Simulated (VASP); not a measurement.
A run of VASP 6.6.1:

INCAR

```
  PREC = Accurate
  ENCUT = 520
  EDIFF = 1E-7
  ISMEAR = 0
  SIGMA = 0.02
  LREAL = False
  LASPH = True
  NELM = 80
  ALGO = Normal
  ISIF = 2
  LWAVE = False
  LCHARG = True
  GGA = PS
  LELF = True
  LVHAR = True
  NBANDS = 11
```

KPOINTS

```
Automatic mesh
0
Gamma
  10 10 10
```

File POSCAR:

```
MgO
1.0
    0.0000000000      2.1071294726      2.1071294726
    2.1071294726      0.0000000000      2.1071294726
    2.1071294726      2.1071294726      0.0000000000
Mg O
1 1
Direct
    0.0000000000      0.0000000000      0.0000000000
    0.5000000000      0.5000000000      0.5000000000
```

Potentials or basis: VASP PAW PBE potentials, release 64 (Mg, O).

Launch:

```bash
$ cat potpaw_PBE.64/Mg/POTCAR potpaw_PBE.64/O/POTCAR > POTCAR
$ mpirun -np 1 vasp_std > vasp.out
```

Hardware: 1 thread of AMD EPYC 7R13 Processor (Zen 3) (shared host).

Task: Estimate the wall time of this run.

Result: It took 8.1 s on 1 thread of AMD EPYC 7R13 Processor (Zen 3), with other jobs on the host, peak memory 0.11 GiB. Counts: scf iterations 13, k points 47.
